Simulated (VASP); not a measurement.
# LiAlF4 (P4/mmm) in VASP: notebook

The runs below take LiAlF4 through single point, relaxation of cell and atoms, with PBE.

All numbers are computed with VASP 6.6.1; they aren't measurements. Logs are shortened: lines on timing, memory, paths and dates and some standing lists are left out, and cuts for length are marked.

### Step 1. The cell of the first run

The structure is tetragonal, space group P4/mmm (No. 123). Conventional cell: a = 3.593 Å, b = 3.593 Å, c = 6.123 Å, α = 90.00°, β = 90.00°, γ = 90.00°. Within 3.7 Å of Li (site symmetry 4/mmm) lie 16 F at 2.84 to 3.55 Å and 4 Li at 3.59 Å. Al (site symmetry 4/mmm) has 6 F at 1.80 Å within 2.4 Å. Within 2.4 Å of F (site symmetry mmm) lie 2 Al at 1.80 Å. Within 2.4 Å of F (site symmetry 4mm) lie 1 Al at 1.80 Å.

### Step 2. Single point, PBE

Input file INCAR:

```
SYSTEM = LiAlF4
  ALGO = Normal
  EDIFF = 1E-6
  ENCUT = 750
  GGA = PE
  GGA_COMPAT = .False.
  ISIF = 2
  ISMEAR = 0
  LASPH = .True.
  LCHARG = .False.
  LREAL = .False.
  LWAVE = .False.
  NBANDS = 26
  NELM = 120
  PREC = Accurate
  SIGMA = 0.1
```

Input file KPOINTS:

```
k-points
0
Gamma
  6 6 4
  0 0 0
```

Input file POSCAR:

```
LiAlF4
1.0
    3.5934416973      0.0000000000      0.0000000000
    0.0000000000      3.5934416973      0.0000000000
    0.0000000000      0.0000000000      6.1232151944
Li Al F
1 1 4
Direct
    0.5000000000      0.5000000000      0.5000000000
    0.0000000000      0.0000000000      0.0000000000
    0.5000000000      0.0000000000      0.0000000000
    0.0000000000      0.5000000000      0.0000000000
    0.0000000000      0.0000000000      0.2945948556
    0.0000000000      0.0000000000      0.7054051444
```

Potentials or basis: VASP PAW PBE potentials, release 64 (Li_sv, Al, F).

Started as:

```bash
cat potpaw_PBE.64/Li_sv/POTCAR potpaw_PBE.64/Al/POTCAR potpaw_PBE.64/F/POTCAR > POTCAR
mpirun -np 1 vasp_std > vasp.out
```

OUTCAR:

```text
SYSTEM = LiAlF4
   EDIFF = 1E-6
   ENCUT = 750
   GGA = PE
   ISIF = 2
   ISMEAR = 0
   LASPH = .True.
   LREAL = .False.
   NELM = 120
   PREC = Accurate

 ion  position               nearest neighbor table
   1  0.500  0.500  0.500-
   2  0.000  0.000  0.000-   3 1.80   4 1.80   4 1.80   3 1.80   5 1.80   6 1.80
   3  0.500  0.000  0.000-   2 1.80   2 1.80
   4  0.000  0.500  0.000-   2 1.80   2 1.80
   5  0.000  0.000  0.295-   2 1.80
   6  0.000  0.000  0.705-   2 1.80

  LATTYP: Found a simple tetragonal cell.
 ALAT       =     3.5934416973
 C/A-ratio  =     1.7039973680

  Lattice vectors:

 A1 = (   3.5934416973,   0.0000000000,   0.0000000000)
 A2 = (   0.0000000000,   3.5934416973,   0.0000000000)
 A3 = (   0.0000000000,   0.0000000000,   6.1232151944)

Analysis of symmetry for initial positions (statically):
=====================================================================
 Subroutine PRICEL returns:
 Original cell was already a primitive cell.

 Routine SETGRP: Setting up the symmetry group for a
 simple tetragonal supercell.

 Subroutine GETGRP returns: Found 16 space group operations
 (whereof 16 operations were pure point group operations)
 out of a pool of 16 trial point group operations.

The static configuration has the point symmetry D_4h.

Analysis of symmetry for dynamics (positions and initial velocities):
=====================================================================
 Subroutine PRICEL returns:
 Original cell was already a primitive cell.

 Routine SETGRP: Setting up the symmetry group for a
 simple tetragonal supercell.

 Subroutine GETGRP returns: Found 16 space group operations
 (whereof 16 operations were pure point group operations)
 out of a pool of 16 trial point group operations.

The dynamic configuration has the point symmetry D_4h.

 Subroutine INISYM returns: Found 16 space group operations
 (whereof 16 operations are pure point group operations),
 and found     1 'primitive' translations

----------------------------------------------------------------------------------------

                                     Primitive cell

  volume of cell :      79.0680

  direct lattice vectors                    reciprocal lattice vectors
     3.593441697  0.000000000  0.000000000     0.278284743  0.000000000  0.000000000
     0.000000000  3.593441697  0.000000000     0.000000000  0.278284743  0.000000000
     0.000000000  0.000000000  6.123215194     0.000000000  0.000000000  0.163312895

  length of vectors
     3.593441697  3.593441697  6.123215194     0.278284743  0.278284743  0.163312895

  position of ions in fractional coordinates (direct lattice)
     0.500000000  0.500000000  0.500000000
     0.000000000  0.000000000  0.000000000
     0.500000000  0.000000000  0.000000000
     0.000000000  0.500000000  0.000000000
     0.000000000  0.000000000  0.294594856
     0.000000000  0.000000000  0.705405144

  ion indices of the primitive-cell ions
   primitive index   ion index
                 1           1
                 2           2
                 3           3
                 4           4
                 5           5
                 6           6

----------------------------------------------------------------------------------------

 KPOINTS: k-points

Automatic generation of k-mesh.
 Grid dimensions read from file:
 generate k-points for:    6    6    4

 Generating k-lattice:

  Cartesian coordinates                     Fractional coordinates (reciprocal lattice)
     0.046380791  0.000000000  0.000000000     0.166666667  0.000000000  0.000000000
     0.000000000  0.046380791  0.000000000     0.000000000  0.166666667  0.000000000
     0.000000000  0.000000000  0.040828224     0.000000000  0.000000000  0.250000000

  Length of vectors
     0.046380791  0.046380791  0.040828224

  Shift w.r.t. Gamma in fractional coordinates (k-lattice)
     0.000000000  0.000000000  0.000000000

 Subroutine IBZKPT returns following result:
 ===========================================

 Found     30 irreducible k-points:

 Following reciprocal coordinates:
            Coordinates               Weight
  0.000000  0.000000  0.000000      1.000000
  0.166667  0.000000  0.000000      4.000000
  0.333333  0.000000  0.000000      4.000000
  0.500000  0.000000  0.000000      2.000000
  0.166667  0.166667  0.000000      4.000000
  0.333333  0.166667  0.000000      8.000000
[... 16 lines left out ...]
  0.333333  0.000000  0.500000      4.000000
  0.500000  0.000000  0.500000      2.000000
 [... further k-points ...]
   k-points           NKPTS =     30   k-points in BZ     NKDIM =     30   number of bands    NBANDS=     26
   number of dos      NEDOS =    301   number of ions     NIONS =      6
   total plane-waves  NPLWV =  57344
   dimension x,y,z NGX =    32 NGY =   32 NGZ =   56
   dimension x,y,z NGXF=    64 NGYF=   64 NGZF=  112
   ions per type =               1   1   4
   NGX,Y,Z   is equivalent  to a cutoff of  14.80, 14.80, 15.20 a.u.
   NGXF,Y,Z  is equivalent  to a cutoff of  29.61, 29.61, 30.41 a.u.
 SYSTEM =  LiAlF4
   PREC   = accura    normal or accurate (medium, high low for compatibility)
   ISTART =      0    job   : 0-new  1-cont  2-samecut
   ICHARG =      2    charge: 1-file 2-atom 10-const
   ISPIN  =      1    spin polarized calculation?
   LNONCOLLINEAR =      F non collinear calculations
   LSORBIT =      F    spin-orbit coupling
   LASPH  =      T    aspherical Exc in radial PAW
   ENCUT  =  750.0 eV  55.12 Ry    7.42 a.u.   8.02  8.02 13.67*2*pi/ulx,y,z
   NELM   =    120;   NELMIN=  2; NELMDL= -5     # of ELM steps
   EDIFF  = 0.1E-05   stopping-criterion for ELM
   LREAL  =      F    real-space projection
   EDIFFG = 0.1E-04   stopping-criterion for IOM
   NSW    =      0    number of steps for IOM
   IBRION =     -1    ionic relax: 0-MD 1-quasi-New 2-CG
   NFREE  =      0    steps in history (QN), initial steepest desc. (CG)
   ISIF   =      2    stress and relaxation
   ISYM   =      2    0-nonsym 1-usesym 2-fastsym
   POTIM  = 0.5000    time-step for ionic-motion
   TEBEG  =    0.0;   TEEND  =   0.0 temperature during run
   PSTRESS=    0.0 pullay stress
   NELECT =      34.0000    total number of electrons
   NUPDOWN=      -1.0000    fix difference up-down
   EMIN   =  10.00;   EMAX   =-10.00  energy-range for DOS
   EFERMI =   0.00;   METHOD = LEGACY
   ISMEAR =     0;   SIGMA  =   0.10  broadening in eV -4-tet -1-fermi 0-gaus
   EFERMI_NEDOS =   21; number of points for ismear=-14 and -15
   IALGO  =     38    algorithm
   IMIX   =      4    mixing-type and parameters
     AMIX     =   0.40;   BMIX     =  1.00
     AMIX_MAG =   1.60;   BMIX_MAG =  1.00
  volume/ion in A,a.u.               =      13.18        88.93
  Fermi-wavevector in a.u.,A,eV,Ry     =   1.235665  2.335069 20.774314  1.526869
  Thomas-Fermi vector in A             =   2.370306
   LORBIT       =      0    0 simple, 1 ext, 2 COOP (PROOUT), +10 PAW based schemes
   GGA     = PE    functional components
   LHFCALC =     F    Hartree Fock is set to
   AEXX    =    0.0000 exact exchange contribution
   IVDW    =     0    specifies the selected vdW correction
   LEPSILON=     F    determine dielectric tensor
   LRPA    =     F    only Hartree local field effects (RPA)
 non-spin polarized calculation
 Gauss-broadening in eV      SIGMA  =   0.10
  energy-cutoff  :      750.00
  volume of cell :       79.07
 maximum number of plane-waves:      3736
   NGX = 17   NGY = 17   NGZ = 27

 number of electron      33.9999991 magnetization

 Free energy of the ion-electron system (eV)
  ---------------------------------------------------
  ext. energy  EPLUGINS =         0.00000000
  ---------------------------------------------------
  free energy    TOTEN  =       -31.59431481 eV

  energy without entropy =      -31.59431481  energy(sigma->0) =      -31.59431481

 E-fermi :  -1.1758     XC(G=0):  -8.2756

 val. band max:       -1.6496718909   @ k =   0.5000   0.5000   0.0000
 cond. band min:       4.0806683688   @ k =   0.0000   0.0000   0.0000
 fundamental gap:      5.7303402598
 Fermi energy:        -1.1758355312

 k-point     1 :       0.0000    0.0000    0.0000
  band No.  band energies     occupation
      1     -46.0615      2.00000
      2     -23.6052      2.00000
      3     -22.3925      2.00000
      4     -21.2331      2.00000
      5     -21.1551      2.00000
      6      -6.5368      2.00000
[... 18 lines left out ...]
     25      15.5692      0.00000
     26      15.6214      0.00000

 k-point     2 :       0.1667    0.0000    0.0000
  band No.  band energies     occupation
      1     -46.0614      2.00000
      2     -23.5173      2.00000
      3     -22.4579      2.00000
      4     -21.2416      2.00000
      5     -21.1474      2.00000
      6      -6.6203      2.00000
[... 18 lines left out ...]
     25      14.5354      0.00000
     26      15.7929      0.00000

 k-point     3 :       0.3333    0.0000    0.0000
  band No.  band energies     occupation
      1     -46.0611      2.00000
      2     -23.2832      2.00000
      3     -22.6489      2.00000
      4     -21.2571      2.00000
      5     -21.1320      2.00000
      6      -6.7531      2.00000
[... 18 lines left out ...]
     25      15.3652      0.00000
     26      16.1515      0.00000

 k-point     4 :       0.5000    0.0000    0.0000
  band No.  band energies     occupation
      1     -46.0609      2.00000
      2     -23.0436      2.00000
      3     -22.8680      2.00000
      4     -21.2641      2.00000
      5     -21.1243      2.00000
      6      -6.8052      2.00000
[... 18 lines left out ...]
     25      16.1837      0.00000
     26      16.5587      0.00000

 k-point     5 :       0.1667    0.1667    0.0000
  band No.  band energies     occupation
      1     -46.0612      2.00000
      2     -23.4353      2.00000
      3     -22.5097      2.00000
      4     -21.2533      2.00000
      5     -21.1399      2.00000
      6      -7.0032      2.00000
[... 18 lines left out ...]
     25      14.9580      0.00000
     26      15.1884      0.00000

 k-point     6 :       0.3333    0.1667    0.0000
  band No.  band energies     occupation
      1     -46.0609      2.00000
      2     -23.2189      2.00000
      3     -22.6666      2.00000
      4     -21.2760      2.00000
      5     -21.1248      2.00000
      6      -7.3259      2.00000
[... 427 lines left out ...]
 k-point    21 :       0.0000    0.0000    0.5000
  band No.  band energies     occupation
      1     -46.0615      2.00000
      2     -23.5979      2.00000
      3     -22.3925      2.00000
      4     -21.3575      2.00000
      5     -21.0376      2.00000
      6      -6.5310      2.00000
[... 18 lines left out ...]
     25      13.8431      0.00000
     26      15.7572      0.00000

 k-point    22 :       0.1667    0.0000    0.5000
  band No.  band energies     occupation
      1     -46.0614      2.00000
      2     -23.5103      2.00000
      3     -22.4578      2.00000
      4     -21.3492      2.00000
      5     -21.0473      2.00000
      6      -6.5792      2.00000
[... 18 lines left out ...]
     25      14.7941      0.00000
     26      15.0043      0.00000

 k-point    23 :       0.3333    0.0000    0.5000
  band No.  band energies     occupation
      1     -46.0611      2.00000
      2     -23.2767      2.00000
      3     -22.6481      2.00000
      4     -21.3324      2.00000
      5     -21.0655      2.00000
      6      -6.6577      2.00000
[... 18 lines left out ...]
     25      14.6757      0.00000
     26      14.8854      0.00000

 k-point    24 :       0.5000    0.0000    0.5000
  band No.  band energies     occupation
      1     -46.0609      2.00000
      2     -23.0360      2.00000
      3     -22.8679      2.00000
      4     -21.3239      2.00000
      5     -21.0740      2.00000
      6      -6.6878      2.00000
[... 18 lines left out ...]
     25      13.6314      0.00000
     26      14.7568      0.00000

 [... further k-points ...]

------------------------ aborting loop because EDIFF is reached ----------------------------------------

  FORCE on cell =-STRESS in cart. coord.  units (eV):
  Direction    XX          YY          ZZ          XY          YZ          ZX
  --------------------------------------------------------------------------------------
  -------------------------------------------------------------------------------------
  Total        0.0537443      0.0537443      0.1698494      0.0000000      0.0000000      0.0000000
  in kB        1.0890352      1.0890352      3.4417069      0.0000000      0.0000000      0.0000000
  external PRESSURE =       1.8732591 kB  Pullay stress =       0.0000000 kB

 VOLUME and BASIS-vectors are now :
 -----------------------------------------------------------------------------
  energy-cutoff  :      750.00
  volume of cell :       79.07
      direct lattice vectors                 reciprocal lattice vectors
     3.593441697  0.000000000  0.000000000     0.278284743  0.000000000  0.000000000
     0.000000000  3.593441697  0.000000000     0.000000000  0.278284743  0.000000000
     0.000000000  0.000000000  6.123215194     0.000000000  0.000000000  0.163312895

 POSITION                                       TOTAL-FORCE (eV/Angst)
 -----------------------------------------------------------------------------------
      1.79672      1.79672      3.06161         0.000000      0.000000      0.000000
      0.00000      0.00000      0.00000         0.000000      0.000000      0.000000
      1.79672      0.00000      0.00000         0.000000      0.000000      0.000000
      0.00000      1.79672      0.00000         0.000000      0.000000      0.000000
      0.00000      0.00000      1.80387         0.000000     -0.000000      0.043492
      0.00000      0.00000      4.31935         0.000000      0.000000     -0.043492
 -----------------------------------------------------------------------------------
    total drift:                                0.000000      0.000000     -0.000000

  FREE ENERGIE OF THE ION-ELECTRON SYSTEM (eV)
  ---------------------------------------------------
  free  energy   TOTEN  =       -31.5943148150 eV

  energy  without entropy=      -31.5943148150  energy(sigma->0) =      -31.59431481
```

Wall time 35 s (1 thread of Intel Xeon 6975P-C (Granite Rapids), shared host); peak memory 0.27 GiB.

What came out:

- Free energy: -31.5943 eV
- Pressure: 0.2 GPa
- Largest force: 0.043 eV/Å
- Band gap on the k mesh: 5.73 eV (least direct gap 6.13 eV)

Forces on the atoms (eV/Å):
```
Li   0.000  0.000  0.000
Al   0.000  0.000  0.000
F    0.000  0.000  0.000
F    0.000  0.000  0.000
F    0.000  0.000  0.043
F    0.000  0.000 -0.043
```

A k mesh can miss the band edges.

### Step 3. Relaxation of cell and atoms, PBE

This run uses another cell than the first one, of 9.28 Å³/atom.

Input file INCAR:

```
PREC     = Accurate       # precision mode
ENCUT    = 750            # plane-wave cutoff, eV
EDIFF    = 1E-7           # SCF threshold, eV
ISMEAR   = 0              # smearing method
SIGMA    = 0.1            # smearing width, eV
LREAL    = F              # projectors in reciprocal space
LASPH    = T              # aspherical terms in the spheres
NELM     = 120            # most SCF steps
ALGO     = Normal         # electronic algorithm
ISIF     = 3              # what is computed and relaxed
LWAVE    = F              # write WAVECAR
LCHARG   = F              # write CHGCAR
GGA      = PE             # functional
IBRION   = 2              # ionic algorithm
NSW      = 100            # ionic steps
EDIFFG   = -0.05          # ionic threshold
GGA_COMPAT= F            
NELMIN   = 4
```

Input file KPOINTS:

```
Automatic mesh
0
Gamma
  6 6 4
```

Input file POSCAR:

```
LiAlF4
1.0
    3.1853610545      0.0000000000      0.0000000000
    0.0000000000      3.1853610545      0.0000000000
    0.0000000000      0.0000000000      5.4904076274
Li Al F
1 1 4
Direct
    0.5000000000      0.5000000000      0.5000000000
    0.0000000000      0.0000000000      0.0000000000
    0.5000000000      0.0000000000      0.0000000000
    0.0000000000      0.5000000000      0.0000000000
    0.0000000000      0.0000000000      0.2770000000
    0.0000000000      0.0000000000      0.7230000000
```

Potentials or basis: VASP PAW PBE potentials, release 64 (Li_sv, Al, F).

Started as:

```bash
cat potpaw_PBE.64/Li_sv/POTCAR potpaw_PBE.64/Al/POTCAR potpaw_PBE.64/F/POTCAR > POTCAR
mpirun -np 1 vasp_std > vasp.out
```

Wall time 3.3 min (1 thread of Intel Xeon 6975P-C (Granite Rapids), shared host); peak memory 0.22 GiB.

Results (log left out):

```yaml
Free_energy: -31.5051 eV
Relaxed_volume: 13.14 Å³/atom
Relaxed_cell: a = 3.587 Å, b = 3.587 Å, c = 6.125 Å, α = 90.00°, β = 90.00°, γ = 90.00°
Space_group_after_relaxing_to_0.1_Å: P4/mmm (No. 123)
Energy_gained_by_relaxing: 815.0 meV/atom
Ionic_steps: 12
Pressure_after_relaxing: 0.2 GPa
Largest_force_after_relaxing: 0.035 eV/Å
Band_gap_on_the_k_mesh: 5.75 eV (least direct gap 6.13 eV)
```

Forces in eV/Å, atoms in the order of the input:
```
Li   0.000  0.000  0.000
Al   0.000  0.000  0.000
F    0.000  0.000  0.000
F    0.000  0.000  0.000
F    0.000  0.000 -0.035
F    0.000  0.000  0.035
```

Stress tensor (GPa, compression positive):
```
 0.27  0.00  0.00
 0.00  0.27  0.00
 0.00  0.00 -0.06
```

The path:
| step | energy change (eV) | largest force (eV/Å) | pressure (GPa) | volume (Å³) |
| --- | --- | --- | --- | --- |
| 1 | 0.0000 | 11.1006 | 76.93 | 55.71 |
| 2 | 0.2204 | 7.8478 | -7.34 | 99.74 |
| 3 | -4.0462 | 3.3764 | 6.09 | 71.00 |
| 4 | -4.0980 | 3.0551 | 8.01 | 69.86 |
| 5 | -4.1317 | 2.4974 | 11.46 | 68.09 |
| 6 | -4.7950 | 1.2425 | -0.40 | 76.96 |
| 7 | -4.8342 | 0.9015 | -3.06 | 80.68 |
| 8 | -4.8346 | 0.9423 | -2.76 | 80.20 |
| 9 | -4.8815 | 0.1984 | 1.02 | 78.16 |
| 10 | -4.8851 | 0.0597 | 0.18 | 78.57 |
| 11 | -4.8881 | 0.0503 | 0.16 | 78.66 |
| 12 | -4.8899 | 0.0355 | 0.16 | 78.82 |

Final structure:
```yaml
crystal:
  lattice:
    - [3.58729, 0.00000, 0.00000]
    - [0.00000, 3.58729, 0.00000]
    - [0.00000, 0.00000, 6.12484]
  atoms:
    - { symbol: Li, position: [0.50000, 0.50000, 0.50000] }
    - { symbol: Al, position: [0.00000, 0.00000, 0.00000] }
    - { symbol: F, position: [0.50000, 0.00000, 0.00000] }
    - { symbol: F, position: [0.00000, 0.50000, 0.00000] }
    - { symbol: F, position: [0.00000, 0.00000, 0.29539] }
    - { symbol: F, position: [0.00000, 0.00000, 0.70461] }
```

Levels at points of the mesh, in eV from the valence-band top:
```csv
k point,band 13,band 14,band 15,band 16,band 17,band 18,band 19,band 20,band 21
"(0.00, 0.00, 0.00)",-0.53,-0.53,-0.51,-0.51,-0.38,5.75,9.00,10.58,13.44
"(0.50, 0.00, 0.00)",-1.11,-0.54,-0.48,-0.45,-0.05,8.22,8.79,10.48,12.95
"(0.50, 0.50, 0.00)",-1.21,-1.14,-0.48,0.00,0.00,9.75,9.75,9.97,10.13
"(0.00, 0.00, 0.50)",-1.36,-0.80,-0.80,-0.24,-0.24,6.63,7.46,11.42,13.41
"(0.50, 0.00, 0.50)",-0.86,-0.74,-0.72,-0.35,-0.21,8.55,8.91,10.00,11.87
"(0.50, 0.50, 0.50)",-0.79,-0.68,-0.48,-0.32,-0.32,9.65,9.79,9.79,10.52
```

Caveat: the volume moved by over 15 % at a fixed basis, so the end points are rough; the relaxation stopped at a loose force limit of 0.05 eV/Å, so its end isn't a converged minimum. A k mesh can miss the band edges.
